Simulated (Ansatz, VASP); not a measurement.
**FeCuH4 in VASP and in Ansatz**

```
Fe Cu H
1.0
     2.46606   -2.46737    0.00000
     2.46606    2.46737    0.00000
     0.00000    0.00000    2.85881
Fe Cu H
1 1 4
Cartesian
  0.0000 0.0000 1.4294
  2.4661 0.0000 0.0000
  2.4661 1.6584 0.0000
  2.4661 -1.6584 0.0000
  1.2330 1.2337 1.4294
  1.2330 -1.2337 1.4294
```

Alike in both runs: task single point; functional PBE; k mesh 12 × 12 × 14; occupations gaussian, width 0.1 eV; no spin polarisation.

```csv
,VASP,Ansatz
version,VASP 6.6.1,Ansatz 0.2.0
potentials or method,"VASP PAW PBE potentials, release 64 (Fe_sv, Cu_sv_GW, H), cutoff 700 eV","scalar-relativistic, plane waves, PAW"
valence electrons in the cell,39,39
```

|  | VASP | Ansatz | Ansatz less VASP |
| --- | --- | --- | --- |
| gap on the k mesh at the Fermi level (eV) | none | none | - |
| pressure (GPa) | -2.2 | 0.0 | +2.25 |
| traceless stress, the component that is largest in VASP (GPa) | -0.07 | 0.00 | +0.064 |
| rms of the force components (eV/Å) | 0.004 | 0.000 | -0.0035 |

Atom by atom the forces differ by 0.004 eV/Å (rms over components). A gap of «none» marks a metal or a gap that the smearing closes.
